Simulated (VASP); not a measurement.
A run of VASP 6.6.1:

POSCAR

```
Li2S
1.0
    0.0000000000      2.8452943747      2.8452943747
    2.8452943747      0.0000000000      2.8452943747
    2.8452943747      2.8452943747      0.0000000000
Li S
2 1
Direct
    0.2500000000      0.2500000000      0.2500000000
    0.7500000000      0.7500000000      0.7500000000
    0.0000000000      0.0000000000      0.0000000000
```

Contents of INCAR.step1:

```
SYSTEM = Li2S
  PREC = Accurate
  ENCUT = 650
  EDIFF = 1E-5
  ISMEAR = 0
  SIGMA = 0.01
  LREAL = .FALSE.
  LASPH = .TRUE.
  NELM = 120
  ALGO = Normal
  ISIF = 2
  LWAVE = .TRUE.
  LCHARG = .FALSE.
  GGA = PE
  NBANDS = 13
  GGA_COMPAT = .FALSE.
```

Contents of INCAR.step2:

```
SYSTEM = Li2S
  PREC = Accurate
  ENCUT = 650
  EDIFF = 1E-6
  ISMEAR = 0
  SIGMA = 0.01
  LREAL = .FALSE.
  LASPH = .TRUE.
  NELM = 120
  ALGO = Normal
  ISIF = 2
  LWAVE = .FALSE.
  LCHARG = .FALSE.
  GGA = PE
  LHFCALC = .TRUE.
  AEXX = 0.5
  HFSCREEN = 0.5
  PRECFOCK = Normal
  ISTART = 1
  NBANDS = 13
  GGA_COMPAT = .FALSE.
```

KPOINTS

```
regular mesh
0
G
  4 4 4
  0 0 0
```

Potentials or basis: VASP PAW PBE potentials, release 64 (Li_sv, S).

Command:

```sh
$ cat potpaw_PBE.64/Li_sv/POTCAR potpaw_PBE.64/S/POTCAR > POTCAR
$ cp INCAR.step1 INCAR
$ mpirun -np 1 vasp_std > vasp.out
$ cp INCAR.step2 INCAR
$ mpirun -np 1 vasp_std > vasp.out
```

Hardware: 1 thread of Intel Xeon 8259CL (shared host).

Problem. How long does it take, and how much memory?

Solution. Run time: 9.8 min on 1 thread of Intel Xeon 8259CL (shared host), peak memory 0.31 GiB. Counts: k points 8.
